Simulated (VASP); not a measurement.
# InAs (F-43m) in VASP: further runs

InAs is run at these levels: PBEsol; tasks: vibrations by perturbation theory, elastic constants.

Everything below comes from runs of VASP 6.6.1. Logs are shortened: lines on timing, memory, paths and dates and some standing lists are left out, and cuts for length are marked.

## (1) The cell of the first run

It takes space group F-43m (No. 216, cubic). The conventional cell has a = 6.020 Å, b = 6.020 Å, c = 6.020 Å, α = 90.00°, β = 90.00°, γ = 90.00°. Within 3.4 Å of In (site symmetry -43m) lie 4 As at 2.61 Å. As (site symmetry -43m) has 4 In at 2.61 Å within 3.4 Å.

## (2) Vibrations by perturbation theory, PBEsol

INCAR

```
SYSTEM = InAs
PREC = Accurate
ENCUT = 520
EDIFF = 1E-8
ISMEAR = -1
SIGMA = 0.15
LREAL = .False.
LASPH = .True.
NELM = 60
ALGO = Normal
ISIF = 2
LWAVE = .False.
LCHARG = .True.
GGA = PS
IBRION = 8
NSW = 1
```

KPOINTS

```
Automatic mesh
0
Gamma
  12 12 12
  0 0 0
```

POSCAR

```
InAs
1.0
    0.0000000000      3.0102347690      3.0102347690
    3.0102347690      0.0000000000      3.0102347690
    3.0102347690      3.0102347690      0.0000000000
In As
1 1
Direct
    0.0000000000      0.0000000000      0.0000000000
    0.7500000000      0.7500000000      0.7500000000
```

Potentials or basis: VASP PAW PBE potentials, release 64 (In_d, As).

Run with:

```bash
$ cat potpaw_PBE.64/In_d/POTCAR potpaw_PBE.64/As/POTCAR > POTCAR
$ mpirun -np 1 vasp_std > vasp.out
```

OUTCAR:

```text
SYSTEM = InAs
   PREC = Accurate
   ENCUT = 520
   EDIFF = 1E-8
   ISMEAR = -1
   LREAL = .False.
   LASPH = .True.
   NELM = 60
   ISIF = 2
   GGA = PS
   IBRION = 8
   NSW = 1

 ion  position               nearest neighbor table
   1  0.000  0.000  0.000-   2 2.61   2 2.61   2 2.61   2 2.61
   2  0.750  0.750  0.750-   1 2.61   1 2.61   1 2.61   1 2.61

  LATTYP: Found a face centered cubic cell.
 ALAT       =     6.0204695380

  Lattice vectors:

 A1 = (   0.0000000000,   3.0102347690,   3.0102347690)
 A2 = (   3.0102347690,   0.0000000000,   3.0102347690)
 A3 = (   3.0102347690,   3.0102347690,   0.0000000000)

Analysis of symmetry for initial positions (statically):
=====================================================================
 Subroutine PRICEL returns:
 Original cell was already a primitive cell.

 Routine SETGRP: Setting up the symmetry group for a
 face centered cubic supercell.

 Subroutine GETGRP returns: Found 24 space group operations
 (whereof 24 operations were pure point group operations)
 out of a pool of 48 trial point group operations.

The static configuration has the point symmetry T_d .

Analysis of symmetry for dynamics (positions and initial velocities):
=====================================================================
 Subroutine PRICEL returns:
 Original cell was already a primitive cell.

 Routine SETGRP: Setting up the symmetry group for a
 face centered cubic supercell.

 Subroutine GETGRP returns: Found 24 space group operations
 (whereof 24 operations were pure point group operations)
 out of a pool of 48 trial point group operations.

The dynamic configuration has the point symmetry T_d .

 Subroutine INISYM returns: Found 24 space group operations
 (whereof 24 operations are pure point group operations),
 and found     1 'primitive' translations

[... 544 lines left out ...]
  external PRESSURE =      21.0054630 kB  Pullay stress =       0.0000000 kB

 VOLUME and BASIS-vectors are now :
 -----------------------------------------------------------------------------
  energy-cutoff  :      520.00
  volume of cell :       54.55
      direct lattice vectors                 reciprocal lattice vectors
     0.000000000  3.010234769  3.010234769    -0.166100002  0.166100002  0.166100002
     3.010234769  0.000000000  3.010234769     0.166100002 -0.166100002  0.166100002
     3.010234769  3.010234769  0.000000000     0.166100002  0.166100002 -0.166100002

 POSITION                                       TOTAL-FORCE (eV/Angst)
 -----------------------------------------------------------------------------------
      0.00000      0.00000      0.00000         0.000000      0.000000      0.000000
      4.51535      4.51535      4.51535        -0.000000     -0.000000     -0.000000
 -----------------------------------------------------------------------------------
    total drift:                                0.000000      0.000000      0.000000

  FREE ENERGIE OF THE ION-ELECTRON SYSTEM (eV)
  ---------------------------------------------------
  free  energy   TOTEN  =        -8.4791267363 eV

  energy  without entropy=       -8.4762662353  energy(sigma->0) =       -8.47769649

[... ionic steps 2 to 3 ...]

--------------------------------------- Ionic step        4  -------------------------------------------

------------------------ aborting loop because EDIFF is reached ----------------------------------------

[... ionic steps 5 to 6 ...]

--------------------------------------- Ionic step        7  -------------------------------------------

 Free energy of the ion-electron system (eV)
  ---------------------------------------------------
  ---------------------------------------------------
  free energy    TOTEN  =        -0.04531029 eV

  energy without entropy =       -0.04531029

------------------------ aborting loop because EDIFF is reached ----------------------------------------

 INTERNAL STRAIN TENSOR  FOR ION    2  DIRECTION 1   (eV/Angst):
 -----------------------------------------------------------------------------
    -0.00281  0.00000  0.00000
     0.00000  0.00239  8.58109
     0.00000  8.58109  0.00239

 INTERNAL STRAIN TENSOR FOR ION    2 for displacements in x,y,z  (eV/Angst):
          X           Y           Z          XY          YZ          ZX
  --------------------------------------------------------------------------------
  x    -0.00000     0.00000     0.00000     0.00000     8.58109     0.00000
  y    -0.00000     0.00000    -0.00000     0.00000     0.00000     8.58109
  z     0.00000     0.00000    -0.00000     8.58109     0.00000     0.00000

 SECOND DERIVATIVES (NOT SYMMETRIZED)
 ------------------------------------
               1X          1Y          1Z          2X          2Y          2Z
  1X    -7.944483    0.000000    0.000000    7.944483    0.000000    0.000000
  1Y     0.000000   -7.944483    0.000000    0.000000    7.944483    0.000000
  1Z     0.000000    0.000000   -7.944483    0.000000    0.000000    7.944483
  2X     7.990574    0.000000    0.000000   -7.990574    0.000000    0.000000
  2Y     0.000000    7.990574    0.000000    0.000000   -7.990574    0.000000
  2Z     0.000000    0.000000    7.990574    0.000000    0.000000   -7.990574

 Eigenvectors and eigenvalues of the dynamical matrix
 ----------------------------------------------------

   1 f  =    6.555613 THz    41.190129 2PiTHz  218.671697 cm-1    27.111823 meV
             X         Y         Z           dx          dy          dz
      0.000000  0.000000  0.000000     0.000000    0.627281    0.000000
      4.515352  4.515352  4.515352     0.000000   -0.778793    0.000000
[... 21 lines left out ...]
   6 f/i=    0.009263 THz     0.058203 2PiTHz    0.308989 cm-1     0.038310 meV
             X         Y         Z           dx          dy          dz
      0.000000  0.000000  0.000000     0.000000    0.000000    0.778793
      4.515352  4.515352  4.515352     0.000000    0.000000    0.627281

--------------------------------------------------------------------------------------------------------

 ELASTIC MODULI CONTR FROM IONIC RELAXATION (kBar)
 Direction    XX          YY          ZZ          XY          YZ          ZX
 --------------------------------------------------------------------------------
 XX          -0.0000      0.0000      0.0000     -0.0000      0.0000      0.0000
 YY           0.0000     -0.0000      0.0000     -0.0000     -0.0000     -0.0000
 ZZ           0.0000      0.0000     -0.0000      0.0000     -0.0000      0.0000
 XY          -0.0000     -0.0000      0.0000   -267.9878      0.0000      0.0000
 YZ           0.0000     -0.0000     -0.0000      0.0000   -267.9878      0.0000
 ZX           0.0000     -0.0000      0.0000      0.0000      0.0000   -267.9878
 --------------------------------------------------------------------------------
```

OSZICAR:

```text
N       E                     dE             d eps       ncg     rms          rms(c)
DAV:   1     0.110683697195E+03    0.11068E+03   -0.85259E+03  1872   0.150E+03
DAV:   2    -0.765163541743E+00   -0.11145E+03   -0.10848E+03  1942   0.317E+02
DAV:   3    -0.857598927818E+01   -0.78108E+01   -0.77439E+01  2485   0.888E+01
DAV:   4    -0.877352847800E+01   -0.19754E+00   -0.19743E+00  2134   0.159E+01
[... 44 lines left out ...]
RMM:   7    -0.453086763205E-01    0.18022E-05   -0.18382E-07 14093   0.307E-03    0.863E-04
RMM:   8    -0.453099683317E-01   -0.12920E-05   -0.71097E-08 12691   0.133E-03    0.368E-04
RMM:   9    -0.453102917949E-01   -0.32346E-06    0.21175E-08 13819   0.447E-04    0.907E-05
RMM:  10    -0.453102887364E-01    0.30586E-08    0.56310E-08 14665   0.183E-04    0.652E-05
 Linear response finished
```

Run time: 4.3 min. Hardware: 1 thread of Intel Xeon 6975P-C (Granite Rapids), shared host; peak memory 0.55 GiB.

Results:

- Highest phonon frequency at Γ, LO-TO splitting left out: 219 cm⁻¹

Phonon frequencies in cm⁻¹ (negative: imaginary):
| q point | frequencies |
| --- | --- |
| (0.000, 0.000, 0.000) | 0 0 0 219 219 219 |

Caveat: the cell wasn't relaxed at this level first, which shifts response properties; the PAW data sets were made with another functional, which shifts forces and pressure a little; spin-orbit coupling is left out, which moves the levels of the heavy elements.

## (3) Vibrations by perturbation theory, PBEsol

This run uses another cell than the first one, of 30.03 Å³/atom, 1.101 times its volume.

INCAR

```
PREC = Accurate
ENCUT = 520
EDIFF = 1E-8
ISMEAR = -1
SIGMA = 0.15
LREAL = False
LASPH = True
NELM = 60
ALGO = Normal
ISIF = 2
LWAVE = False
LCHARG = False
GGA = PS
IBRION = 8
NSW = 1
```

KPOINTS

```
regular mesh
0
Gamma
  12 12 12
```

POSCAR

```
InAs
1.0
    0.0000000000      3.1082994424      3.1082994424
    3.1082994424      0.0000000000      3.1082994424
    3.1082994424      3.1082994424      0.0000000000
In As
1 1
Direct
    0.0000000000      0.0000000000      0.0000000000
    0.7500000000      0.7500000000      0.7500000000
```

Potentials or basis: VASP PAW PBE potentials, release 64 (In_d, As).

Run with:

```bash
$ cat potpaw_PBE.64/In_d/POTCAR potpaw_PBE.64/As/POTCAR > POTCAR
$ mpirun -np 1 vasp_std > vasp.out
```

OUTCAR:

```text
PREC = Accurate
   ENCUT = 520
   EDIFF = 1E-8
   ISMEAR = -1
   LREAL = False
   LASPH = True
   NELM = 60
   ISIF = 2
   GGA = PS
   IBRION = 8
   NSW = 1

 ion  position               nearest neighbor table
   1  0.000  0.000  0.000-   2 2.69   2 2.69   2 2.69   2 2.69
   2  0.750  0.750  0.750-   1 2.69   1 2.69   1 2.69   1 2.69

  LATTYP: Found a face centered cubic cell.
 ALAT       =     6.2165988848

  Lattice vectors:

 A1 = (   0.0000000000,   3.1082994424,   3.1082994424)
[... 639 lines left out ...]
  1X    -6.143254    0.000000    0.000000    6.143254    0.000000    0.000000
  1Y     0.000000   -6.143254    0.000000    0.000000    6.143254    0.000000
  1Z     0.000000    0.000000   -6.143254    0.000000    0.000000    6.143254
  2X     6.147547    0.000000    0.000000   -6.147547    0.000000    0.000000
  2Y     0.000000    6.147547    0.000000    0.000000   -6.147547    0.000000
  2Z     0.000000    0.000000    6.147547    0.000000    0.000000   -6.147547

 Eigenvectors and eigenvalues of the dynamical matrix
 ----------------------------------------------------

   1 f  =    5.755858 THz    36.165122 2PiTHz  191.994756 cm-1    23.804305 meV
             X         Y         Z           dx          dy          dz
      0.000000  0.000000  0.000000     0.000000    0.628248    0.000000
      4.662449  4.662449  4.662449     0.000000   -0.778013    0.000000
[... 21 lines left out ...]
   6 f/i=    0.000983 THz     0.006175 2PiTHz    0.032783 cm-1     0.004065 meV
             X         Y         Z           dx          dy          dz
      0.000000  0.000000  0.000000     0.000000    0.000000    0.778013
      4.662449  4.662449  4.662449     0.000000    0.000000    0.628248

--------------------------------------------------------------------------------------------------------

 ELASTIC MODULI CONTR FROM IONIC RELAXATION (kBar)
 Direction    XX          YY          ZZ          XY          YZ          ZX
 --------------------------------------------------------------------------------
 XX          -0.0000      0.0000      0.0000     -0.0000      0.0000     -0.0000
 YY           0.0000     -0.0000     -0.0000     -0.0000     -0.0000     -0.0000
 ZZ           0.0000     -0.0000     -0.0000      0.0000     -0.0000     -0.0000
 XY          -0.0000     -0.0000      0.0000   -114.8685      0.0000     -0.0000
 YZ           0.0000     -0.0000     -0.0000      0.0000   -114.8685      0.0000
 ZX          -0.0000     -0.0000     -0.0000     -0.0000      0.0000   -114.8685
 --------------------------------------------------------------------------------
```

stdout:

```text
POSCAR found type information on POSCAR InAs
 POSCAR found :  2 types and       2 ions
 scaLAPACK will be used
 -----------------------------------------------------------------------------
|                                                                             |
|                                                                             |
|     You enforced a specific xc type in the INCAR file but a different       |
|     I HOPE YOU KNOW WHAT YOU ARE DOING!                                     |
|                                                                             |
 -----------------------------------------------------------------------------

 LDA part: xc-table for (Slater+PW92), standard interpolation
 POSCAR, INCAR and KPOINTS ok, starting setup
 FFT: planning ... GRIDC
 FFT: planning ... GRID_SOFT
 FFT: planning ... GRID
 WAVECAR not read
 entering main loop
 Linear response reoptimize wavefunctions to high precision
 Linear response DOF=           2
 Linear response progress:
 first order change of Fermi-energy  -0.34585E-04
 force on displaced ion       1 direction 1 :  -6.143   0.000   0.000
 Linear response progress:
 first order change of Fermi-energy   0.24964E-03
 force on displaced ion       2 direction 1 :  -6.148   0.000   0.000
 Linear response finished
```

Run time: 4.8 min. Hardware: 1 thread of Intel Xeon 6975P-C (Granite Rapids), shared host; peak memory 0.62 GiB.

What came out:

| Property | Result |
| --- | --- |
| Highest phonon frequency at Γ, LO-TO splitting left out | 192 cm⁻¹ |

Phonon frequencies in cm⁻¹ (negative: imaginary):
```
              q point        frequencies
(0.000, 0.000, 0.000)  0 0 0 192 192 192
```

Caveat: the cell wasn't relaxed at this level first, which shifts response properties; the PAW data sets were made with another functional, which shifts forces and pressure a little; spin-orbit coupling is left out, which moves the levels of the heavy elements.

## (4) Elastic constants, PBEsol

This run uses another cell than the first one, of 22.39 Å³/atom, 0.821 times its volume.

INCAR

```
SYSTEM = InAs
ALGO = Normal ; EDIFF = 1E-8
ENCUT = 600 ; GGA = PS
IBRION = 6 ; ISIF = 3
ISMEAR = 0 ; LASPH = .TRUE.
LCHARG = .FALSE. ; LREAL = .FALSE.
LWAVE = .FALSE. ; NELM = 80
NFREE = 2 ; NSW = 1
POTIM = 0.015 ; PREC = Accurate
SIGMA = 0.01
```

KPOINTS

```
k-points
0
G
  12 12 12
  0 0 0
```

POSCAR

```
InAs
1.0
    0.0000000000      2.8186236270      2.8186236270
    2.8186236270      0.0000000000      2.8186236270
    2.8186236270      2.8186236270      0.0000000000
In As
1 1
Direct
    0.0000000000      0.0000000000      0.0000000000
    0.7500000000      0.7500000000      0.7500000000
```

Run with:

```bash
$ cat potpaw_PBE.64/In_d/POTCAR potpaw_PBE.64/As/POTCAR > POTCAR
$ mpirun -np 1 vasp_std > vasp.out
```

It took 14 min on 1 thread of Intel Xeon 6975P-C (Granite Rapids), shared host; peak memory 0.69 GiB.

It converged, with:

```yaml
Elastic_constants_C11_C12_C44: 137, 119, 26 GPa
Voigt_bulk_modulus: 125 GPa
Highest_phonon_frequency_at_Γ_LO-TO_splitting_left_out: 281 cm⁻¹
```

Phonon frequencies in cm⁻¹ (negative: imaginary):
```
              q point        frequencies
(0.000, 0.000, 0.000)  0 0 0 281 281 281
```

Elastic tensor in Voigt notation (GPa, in the Cartesian axes of the cell as first typed):
```
137 119 119   0   0   0
119 137 119   0   0   0
119 119 137   0   0   0
  0   0   0  26   0   0
  0   0   0   0  26   0
  0   0   0   0   0  26
```

Clamped-ion elastic tensor (GPa):
```
137 119 119   0   0   0
119 137 119   0   0   0
119 119 137   0   0   0
  0   0   0 124   0   0
  0   0   0   0 124   0
  0   0   0   0   0 124
```

Caveat: the cell is under stress, which shifts elastic constants; the PAW data sets were made with another functional, which shifts forces and pressure a little; spin-orbit coupling is left out, which moves the levels of the heavy elements.

(Continued in part 2 of 3.)
